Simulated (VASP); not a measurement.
Input of a VASP 6.6.1 run:

Contents of INCAR:

```
  PREC = Accurate
  ENCUT = 520
  EDIFF = 1E-6
  ISMEAR = 0
  SIGMA = 0.01
  LREAL = F
  LASPH = T
  NELM = 60
  ALGO = Normal
  ISIF = 2
  LWAVE = F
  LCHARG = F
  GGA = PE
  NBANDS = 26
```

The input KPOINTS:

```
regular mesh
0
Gamma
  12 12 4
```

File POSCAR:

```
CdSe
1.0
    4.3407184404      0.0000000000      0.0000000000
   -2.1703592202      3.7591724400      0.0000000000
    0.0000000000      0.0000000000      7.0766648644
Cd Se
2 2
Direct
    0.3333333333      0.6666666667      0.0045236756
    0.6666666667      0.3333333333      0.5045236756
    0.3333333333      0.6666666667      0.3804763244
    0.6666666667      0.3333333333      0.8804763244
```

Potentials or basis: VASP PAW PBE potentials, release 64 (Cd, Se).

Command:

```sh
$ cat potpaw_PBE.64/Cd/POTCAR potpaw_PBE.64/Se/POTCAR > POTCAR
$ mpirun -np 1 vasp_std > vasp.out
```

Question: What does it give for the band gap on the k mesh?

Answer: 0.61 eV.

Question: Predict the pressure.

Answer: 1.7 GPa.

Expect the measured gap to be larger: semilocal functionals such as PBE lack the derivative discontinuity.
